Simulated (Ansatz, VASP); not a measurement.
## K3F2 in VASP and in Ansatz

```
CELL_PARAMETERS angstrom
3.43793 1.98489 6.66329
-3.43793 1.98489 6.66329
0.00000 -3.96978 6.66329
ATOMIC_POSITIONS crystal
K 0.06127 0.43873 0.75000
K 0.75000 0.06127 0.43873
K 0.43873 0.75000 0.06127
K 0.93873 0.56127 0.25000
K 0.25000 0.93873 0.56127
K 0.56127 0.25000 0.93873
F 0.83631 0.83631 0.83631
F 0.66369 0.66369 0.66369
F 0.16369 0.16369 0.16369
F 0.33631 0.33631 0.33631
```

Alike in both runs: functional PBE; k mesh 6 × 6 × 6; occupations gaussian, width 0.1 eV; no spin polarisation.

Ansatz relaxed the structure, and its values are those at the end. VASP's run is a single point on that final structure, the one shown.

```csv
,VASP,Ansatz
version,VASP 6.6.1,Ansatz 0.2.0
potentials or method,"VASP PAW PBE potentials, release 64 (K_sv, F), cutoff 520 eV","scalar-relativistic, plane waves, PAW"
valence electrons in the cell,82,82
```

Ansatz gave:

| Property | Result |
| --- | --- |
| gap on the k mesh at the Fermi level (eV) | none |
| pressure (GPa) | 0.0 |
| rms of the force components (eV/Å) | 0.000 |

**Question.** Which values does VASP return?

**Answer.** gap on the k mesh at the Fermi level (eV): none; pressure (GPa): 0.0; rms of the force components (eV/Å): 0.004.

A gap of «none» marks a metal or a gap that the smearing closes.
